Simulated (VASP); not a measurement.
Set up this calculation in VASP 6.6.1, as the native input.

* Task: single point
* Functional: RPBE
* Potentials or basis: VASP PAW PBE potentials, release 64 (Ge_d, W_sv)
* Cutoff: 520 eV
* k mesh: 9 × 9 × 9
* Occupations: fermi-dirac, width 0.05 eV
* Spin: no spin polarisation
* Dipole correction: no
* Further INCAR settings: ALGO = Normal; EDIFF = 1e-06; NBANDS = 21

The structure of GeW lies in POSCAR:

```
GeW
1.0
    0.0000000000      2.5776100000      2.5776100000
    2.5776100000      0.0000000000      2.5776100000
    2.5776100000      2.5776100000      0.0000000000
Ge W
1 1
Direct
    0.5000000000      0.5000000000      0.5000000000
    0.0000000000      0.0000000000      0.0000000000
```

These files were run (other wordings do the same):

INCAR

```
ALGO = Normal ; EDIFF = 1E-6
ENCUT = 520 ; GGA = RP
ISIF = 2 ; ISMEAR = -1
LASPH = True ; LCHARG = False
LREAL = False ; LWAVE = False
NBANDS = 21 ; NELM = 80
PREC = Accurate ; SIGMA = 0.05
```

KPOINTS

```
k-points
0
Gamma
  9 9 9
```

Potentials or basis: VASP PAW PBE potentials, release 64 (Ge_d, W_sv).

Run with:

```console
$ cat potpaw_PBE.64/Ge_d/POTCAR potpaw_PBE.64/W_sv/POTCAR > POTCAR
$ mpirun -np 1 vasp_std > vasp.out
```

It gave:

The pressure is 3.3 GPa and the band gap on the k mesh is zero (band 14 reaches 9.70 eV, above the bottom of band 15 at 7.98 eV).

Caveat: the PAW data sets were made with another functional, which shifts forces and pressure a little; spin-orbit coupling is left out, which moves the levels of the heavy elements.

Wall time 16 s on 1 thread of Intel Xeon 6975P-C (shared host), peak memory 0.17 GiB.
